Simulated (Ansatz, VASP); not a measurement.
# Two plane-wave programs on V

Contents of INCAR:

```
ALGO = Normal
EDIFF = 1E-6
ENCUT = 520
GGA = PE
ISIF = 2
ISMEAR = 0
ISPIN = 2
LASPH = T
LCHARG = T
LELF = T
LMAXMIX = 4
LORBIT = 11
LREAL = F
LVHAR = T
LWAVE = F
MAGMOM = 0.05
NBANDS = 16
NELM = 150
PREC = Accurate
SIGMA = 0.05
```

KPOINTS

```
k-points
0
Gamma
  10 10 10
```

Contents of POSCAR:

```
V
1.0
   -1.5014270660      1.5014270660      1.5014270660
    1.5014270660     -1.5014270660      1.5014270660
    1.5014270660      1.5014270660     -1.5014270660
V
1
Direct
    0.0000000000      0.0000000000      0.0000000000
```

Input for Ansatz:

```yaml
crystal:
  lattice:
    - [-1.5014270658, 1.5014270658, 1.5014270658]
    - [1.5014270658, -1.5014270658, 1.5014270658]
    - [1.5014270658, 1.5014270658, -1.5014270658]
  atoms:
    - { symbol: V, position: [0.0, 0.0, 0.0], spin: 0.05 }
basis:
  ecutwfc: 420
  ecutrho_ratio: 4
kpoints:
  mp_grid: { grid: [10, 10, 10] }
hamiltonian:
  xc: pbe
scf:
  occupations: { method: gaussian, width: 0.05 }
output:
  forces: true
  stress: true
  eigenvalues: true
  populations: true
magnetization:
  spin_polarized: true
```

Alike in both runs: task single point; functional PBE; k mesh 10 × 10 × 10; occupations gaussian, width 0.05 eV; collinear spin.

|  | VASP | Ansatz |
| --- | --- | --- |
| version | VASP 6.6.1 | Ansatz 0.2.0 |
| potentials or method | VASP PAW PBE potentials, release 64 (V_sv), cutoff 520 eV | scalar-relativistic, plane waves, PAW |
| valence electrons in the cell | 13 | 13 |

```csv
,VASP,Ansatz,Ansatz less VASP
gap on the k mesh at the Fermi level (eV),none,none,-
pressure (GPa),0.2,0.0,-0.24
net moment per atom (μB),0.00,0.00,0.000
```

A gap of «none» marks a metal or a gap that the smearing closes. With one functional, cell and mesh, what is left measures potentials, basis and numerics. Ansatz's warnings: seeded moment not kept.
